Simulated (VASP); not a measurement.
# AlCo: single point with PBE

Crystal: AlCo.

```
Al Co
1.0
     2.81940    0.00000    0.00000
     0.00000    2.81940    0.00000
     0.00000    0.00000    2.81940
Al Co
1 1
Cartesian
  0.0000 0.0000 0.0000
  1.4097 1.4097 1.4097
```

```
Program                : VASP 6.6.1
Task                   : single point
Functional             : PBE
Potentials or basis    : VASP PAW PBE potentials, release 64 (Al, Co)
Cutoff                 : 600 eV
k mesh                 : 3 × 3 × 3
Occupations            : fermi-dirac, width 0.15 eV
Spin                   : collinear spin, ferromagnetic start
Starting moments       : [0.0, 2.5] μB
Dipole correction      : no
Further INCAR settings : ALGO = Normal; EDIFF = 1e-06; NBANDS = 17
```

* Pressure: 4.1 GPa
* Band gap on the k mesh: 1.45 eV
* Net moment: 0.00 μB per cell
* Valence electrons inside the program's atomic spheres: Al 0.83; Co 8.52

Levels at points of the mesh, in eV from the valence-band top:
Spin up:
| k point | band 4 | band 5 | band 6 | band 7 | band 8 | band 9 |
| --- | --- | --- | --- | --- | --- | --- |
| (0.00, 0.00, 0.00) | -0.09 | -0.09 | -0.09 | 6.89 | 6.89 | 6.89 |
Spin down:
```tsv
k point	band 3	band 4	band 5	band 6	band 7	band 8	band 9	band 10
(0.00, 0.00, 0.00)	-2.32	-0.09	-0.09	-0.09	6.89	6.89	6.89	9.63
```

It took 3.8 s on 1 thread of AMD EPYC 9R45 96-Core Processor (Zen 5), with other jobs on the host, peak memory 0.11 GiB.

Caveat: the k points lie up to 0.74 Å⁻¹ apart; an odd mesh through Γ misses points on the zone boundary, where band edges can lie.
